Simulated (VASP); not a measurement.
The system is SiC (Moissanite 3C).

```xyz
2
Lattice="0.0000 2.1790 2.1790 2.1790 0.0000 2.1790 2.1790 2.1790 0.0000" Properties=species:S:1:pos:R:3 pbc="T T T"
Si    0.0000    0.0000    0.0000
C     1.0895    1.0895    1.0895
```

Base run:

```yaml
Program: VASP 6.6.1
Functional: PBE
Potentials_or_basis: VASP PAW PBE potentials, release 64 (Si, C)
Cutoff: 520 eV
k_mesh: 11 × 11 × 11
Occupations: gaussian, width 0.01 eV
Spin: no spin polarisation
```

Its results: band gap on the k mesh 1.45 eV, indirect (least direct gap 4.60 eV); pressure 3.2 GPa.

Task: The run is repeated on the same cell with these changes: k mesh from 11 × 11 × 11 to 5 × 5 × 5. What comes out?

Result: Band gap on the k mesh 1.81 eV, indirect (least direct gap 4.79 eV); pressure 3.3 GPa.

Caveats: some runs use coarse meshes.

A k mesh can miss the band edges.
